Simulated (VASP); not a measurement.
# PbO (Pbcm) in VASP: single point with r2SCAN

Aim: the single point of PbO with r2SCAN.

Program: VASP 6.6.1. These are calculated values, not measurements. Logs are shortened: lines on timing, memory, paths and dates and some standing lists are left out, and cuts for length are marked.

## (1) The cell of the first run

The structure is orthorhombic, space group Pbcm (No. 57). The conventional cell has a = 5.893 Å, b = 5.490 Å, c = 4.753 Å, α = 90.00°, β = 90.00°, γ = 90.00°. Within 2.9 Å of Pb (site symmetry m) lie 4 O at 2.22 to 2.48 Å. O (site symmetry m) has 4 Pb at 2.22 to 2.48 Å and 6 O at 2.95 to 3.17 Å within 3.2 Å.

## (2) Single point, r2SCAN

Contents of POSCAR:

```
PbO
1.0
    5.8931000000      0.0000000000      0.0000000000
    0.0000000000      5.4904000000      0.0000000000
    0.0000000000      0.0000000000      4.7528000000
Pb O
4 4
Direct
    0.2302173428      0.9883540224      0.2500000000
    0.7697826572      0.0116459776      0.7500000000
    0.2302173428      0.5116459776      0.7500000000
    0.7697826572      0.4883540224      0.2500000000
    0.8654103388      0.0914115867      0.2500000000
    0.1345896612      0.9085884133      0.7500000000
    0.8654103388      0.4085884133      0.7500000000
    0.1345896612      0.5914115867      0.2500000000
```

Contents of INCAR.step1:

```
ALGO = Normal ; EDIFF = 1E-4
ENCUT = 520 ; GGA = PE
ISMEAR = -1 ; LASPH = T
LCHARG = F ; LREAL = F
LWAVE = T ; NBANDS = 50
NELM = 60 ; PREC = Accurate
SIGMA = 0.01
```

Contents of INCAR.step2:

```
ALGO = Normal ; EDIFF = 1E-7
ENCUT = 520 ; ISIF = 2
ISMEAR = -1 ; ISTART = 1
LASPH = T ; LCHARG = F
LMIXTAU = T ; LREAL = F
LWAVE = F ; METAGGA = R2SCAN
NBANDS = 50 ; NELM = 60
PREC = Accurate ; SIGMA = 0.01
```

Contents of KPOINTS:

```
k-points
0
Gamma
  6 6 7
```

Potentials or basis: VASP PAW PBE potentials, release 64 (Pb_d, O).

Launch:

```console
cat potpaw_PBE.64/Pb_d/POTCAR potpaw_PBE.64/O/POTCAR > POTCAR
cp INCAR.step1 INCAR
mpirun -np 1 vasp_std > vasp.out
cp INCAR.step2 INCAR
mpirun -np 1 vasp_std > vasp.out
```

OUTCAR:

```text
EDIFF = 1E-7
   ENCUT = 520
   ISIF = 2
   ISMEAR = -1
   ISTART = 1
   LASPH = T
   LREAL = F
   METAGGA = R2SCAN
   NELM = 60
   PREC = Accurate

 ion  position               nearest neighbor table
   1  0.230  0.988  0.250-   5 2.22   8 2.25   6 2.48   6 2.48   3 3.54   3 3.54   2 3.61   2 3.61
                             3 3.73   3 3.73   4 3.86   4 3.86   2 3.97   2 3.97
   2  0.770  0.012  0.750-   6 2.22   7 2.25   5 2.48   5 2.48   4 3.54   4 3.54   1 3.61   1 3.61
                             4 3.73   4 3.73   3 3.86   3 3.86   1 3.97   1 3.97
   3  0.230  0.512  0.750-   7 2.22   6 2.25   8 2.48   8 2.48   1 3.54   1 3.54   4 3.61   4 3.61
                             1 3.73   1 3.73   2 3.86   2 3.86   4 3.97   4 3.97
   4  0.770  0.488  0.250-   8 2.22   5 2.25   7 2.48   7 2.48   2 3.54   2 3.54   3 3.61   3 3.61
                             2 3.73   2 3.73   1 3.86   1 3.86   3 3.97   3 3.97
   5  0.865  0.091  0.250-   1 2.22   4 2.25   2 2.48   2 2.48
   6  0.135  0.909  0.750-   2 2.22   3 2.25   1 2.48   1 2.48
   7  0.865  0.409  0.750-   3 2.22   2 2.25   4 2.48   4 2.48
   8  0.135  0.591  0.250-   4 2.22   1 2.25   3 2.48   3 2.48

  LATTYP: Found a simple orthorhombic cell.
 ALAT       =     4.7528000000
 B/A-ratio  =     1.1551927285
 C/A-ratio  =     1.2399217303

  Lattice vectors:

 A1 = (   0.0000000000,   0.0000000000,  -4.7528000000)
 A2 = (   0.0000000000,   5.4904000000,   0.0000000000)
 A3 = (   5.8931000000,   0.0000000000,   0.0000000000)

Analysis of symmetry for initial positions (statically):
=====================================================================
 Subroutine PRICEL returns:
 Original cell was already a primitive cell.

 Routine SETGRP: Setting up the symmetry group for a
 simple orthorhombic supercell.

 Subroutine GETGRP returns: Found  8 space group operations
 (whereof  2 operations were pure point group operations)
 out of a pool of  8 trial point group operations.

The static configuration has the point symmetry S_2 .
 The point group associated with its full space group is D_2h.

Analysis of symmetry for dynamics (positions and initial velocities):
=====================================================================
 Subroutine PRICEL returns:
 Original cell was already a primitive cell.

 Routine SETGRP: Setting up the symmetry group for a
 simple orthorhombic supercell.

 Subroutine GETGRP returns: Found  8 space group operations
 (whereof  2 operations were pure point group operations)
 out of a pool of  8 trial point group operations.

The dynamic configuration has the point symmetry S_2 .
 The point group associated with its full space group is D_2h.
[... 119 lines left out ...]
   POTIM  = 0.5000    time-step for ionic-motion
   TEBEG  =    0.0;   TEEND  =   0.0 temperature during run
   PSTRESS=    0.0 pullay stress
   NELECT =      80.0000    total number of electrons
   NUPDOWN=      -1.0000    fix difference up-down
   EMIN   =  10.00;   EMAX   =-10.00  energy-range for DOS
   EFERMI =   0.00;   METHOD = LEGACY
   ISMEAR =    -1;   SIGMA  =   0.01  broadening in eV -4-tet -1-fermi 0-gaus
   EFERMI_NEDOS =   21; number of points for ismear=-14 and -15
   IALGO  =     38    algorithm
   IMIX   =      4    mixing-type and parameters
     AMIX     =   0.40;   BMIX     =  1.00
     AMIX_MAG =   1.60;   BMIX_MAG =  1.00
  volume/ion in A,a.u.               =      19.22       129.72
  Fermi-wavevector in a.u.,A,eV,Ry     =   1.316656  2.488119 23.586835  1.733583
  Thomas-Fermi vector in A             =   2.446753
   LORBIT       =      0    0 simple, 1 ext, 2 COOP (PROOUT), +10 PAW based schemes
   METAGGA = R2SCAN    functional components
   LHFCALC =     F    Hartree Fock is set to
   AEXX    =    0.0000 exact exchange contribution
   IVDW    =     0    specifies the selected vdW correction
   LEPSILON=     F    determine dielectric tensor
   LRPA    =     F    only Hartree local field effects (RPA)
 non-spin polarized calculation
  energy-cutoff  :      520.00
  volume of cell :      153.78
 maximum number of plane-waves:      4176
 NGX is ok and might be reduce to    48
   NGX = 21   NGY = 21   NGZ = 17

 number of electron      79.9999967 magnetization

 Free energy of the ion-electron system (eV)
  ---------------------------------------------------
  ext. energy  EPLUGINS =         0.00000000
  ---------------------------------------------------
  free energy    TOTEN  =      -258.92905876 eV

  energy without entropy =     -258.92905876  energy(sigma->0) =     -258.92905876

 E-fermi :   4.7566     XC(G=0): -10.6696

 val. band max:        4.5149867466   @ k =   0.0000   0.0000   0.0000
 cond. band min:       7.1210639845   @ k =   0.5000   0.5000   0.4286
 fundamental gap:      2.6060772379
 Fermi energy:         4.7566227292

 k-point     1 :       0.0000    0.0000    0.0000
  band No.  band energies     occupation
      1     -14.1559      2.00000
      2     -13.9782      2.00000
      3     -13.8758      2.00000
      4     -13.7715      2.00000
      5     -11.4720      2.00000
      6     -11.4116      2.00000
[... 1261 lines left out ...]
     49      12.1457      0.00000
     50      12.8733      0.00000

 [... further k-points ...]

------------------------ aborting loop because EDIFF is reached ----------------------------------------

  FORCE on cell =-STRESS in cart. coord.  units (eV):
  Direction    XX          YY          ZZ          XY          YZ          ZX
  --------------------------------------------------------------------------------------
  -------------------------------------------------------------------------------------
  Total        1.8638522      1.7592492      0.7916840      0.0000000      0.0000000      0.0000000
  in kB       19.4189039     18.3290779      8.2483128      0.0000000      0.0000000      0.0000000
  external PRESSURE =      15.3320982 kB  Pullay stress =       0.0000000 kB

 VOLUME and BASIS-vectors are now :
 -----------------------------------------------------------------------------
  energy-cutoff  :      520.00
  volume of cell :      153.78
      direct lattice vectors                 reciprocal lattice vectors
     5.893100000  0.000000000  0.000000000     0.169689976  0.000000000  0.000000000
     0.000000000  5.490400000  0.000000000     0.000000000  0.182136092  0.000000000
     0.000000000  0.000000000  4.752800000     0.000000000  0.000000000  0.210402289

 POSITION                                       TOTAL-FORCE (eV/Angst)
 -----------------------------------------------------------------------------------
      1.35669      5.42646      1.18820         0.100549      0.058629      0.000000
      4.53641      0.06394      3.56460        -0.100549     -0.058629      0.000000
      1.35669      2.80914      3.56460         0.100549     -0.058629     -0.000000
      4.53641      2.68126      1.18820        -0.100549      0.058629      0.000000
      5.09995      0.50189      1.18820        -0.040834     -0.039880     -0.000000
      0.79315      4.98851      3.56460         0.040834      0.039880     -0.000000
      5.09995      2.24331      3.56460        -0.040834      0.039880     -0.000000
      0.79315      3.24709      1.18820         0.040834     -0.039880      0.000000
 -----------------------------------------------------------------------------------
    total drift:                               -0.000000     -0.000000     -0.000000

  FREE ENERGIE OF THE ION-ELECTRON SYSTEM (eV)
  ---------------------------------------------------
  free  energy   TOTEN  =      -258.9290587587 eV

  energy  without entropy=     -258.9290587587  energy(sigma->0) =     -258.92905876
```

OSZICAR.step1:

```text
N       E                     dE             d eps       ncg     rms          rms(c)
DAV:   1     0.112369536966E+04    0.11237E+04   -0.38429E+04  6400   0.195E+03
DAV:   2     0.148269329074E+03   -0.97543E+03   -0.93100E+03  6616   0.545E+02
DAV:   3    -0.381658040710E+02   -0.18644E+03   -0.17669E+03  8424   0.254E+02
DAV:   4    -0.513490153374E+02   -0.13183E+02   -0.13046E+02  8288   0.699E+01
DAV:   5    -0.516835093952E+02   -0.33449E+00   -0.33401E+00  7888   0.113E+01    0.172E+01
DAV:   6    -0.429252848470E+02    0.87582E+01   -0.38451E+01  9050   0.432E+01    0.726E+00
DAV:   7    -0.427677351145E+02    0.15755E+00   -0.54497E+00  8292   0.131E+01    0.371E+00
DAV:   8    -0.427462354687E+02    0.21500E-01   -0.12066E+00  9404   0.590E+00    0.127E+00
DAV:   9    -0.427067543294E+02    0.39481E-01   -0.13469E-01  9546   0.334E+00    0.253E-01
DAV:  10    -0.427113133371E+02   -0.45590E-02   -0.25244E-02  8894   0.120E+00    0.199E-01
DAV:  11    -0.427105086494E+02    0.80469E-03   -0.35187E-03  9372   0.518E-01    0.452E-02
DAV:  12    -0.427105650340E+02   -0.56385E-04   -0.11528E-03  7684   0.168E-01    0.616E-02
DAV:  13    -0.427105301451E+02    0.34889E-04   -0.98987E-05  4278   0.924E-02
   1 F= -.42710530E+02 E0= -.42710530E+02  d E =-.178993E-13
```

Wall time 29 min (1 thread of Oxide Virtual Turin-like, shared host); peak memory 0.5 GiB.

What came out:

```yaml
Free_energy: -258.9291 eV
Pressure: 1.5 GPa
Largest_force: 0.116 eV/Å
Band_gap_on_the_k_mesh: 2.61 eV (least direct gap 2.98 eV)
```

Forces in eV/Å, atoms in the order of the input:
```
Pb   0.101  0.059  0.000
Pb  -0.101 -0.059  0.000
Pb   0.101 -0.059  0.000
Pb  -0.101  0.059  0.000
O   -0.041 -0.040  0.000
O    0.041  0.040  0.000
O   -0.041  0.040  0.000
O    0.041 -0.040  0.000
```

Stress tensor (GPa, compression positive):
```
1.94 0.00 0.00
0.00 1.83 0.00
0.00 0.00 0.82
```

Levels at points of the mesh, in eV from the valence-band top:
```csv
k point,band 37,band 38,band 39,band 40,band 41,band 42,band 43,band 44
"(0.00, 0.00, 0.00)",-1.31,-1.28,-0.39,0.00,3.76,4.35,5.00,5.82
"(0.50, 0.00, 0.00)",-1.35,-0.63,-0.50,-0.03,3.25,3.57,4.10,5.44
"(0.00, 0.50, 0.00)",-0.99,-0.99,-0.21,-0.21,4.60,4.60,5.44,5.44
"(0.50, 0.50, 0.00)",-0.64,-0.64,-0.51,-0.51,3.61,3.61,4.56,4.56
```

Caveat: the PAW data sets were made with another functional, which shifts forces and pressure a little; spin-orbit coupling is left out, which moves the levels of the heavy elements; an odd mesh through Γ misses points on the zone boundary, where band edges can lie.
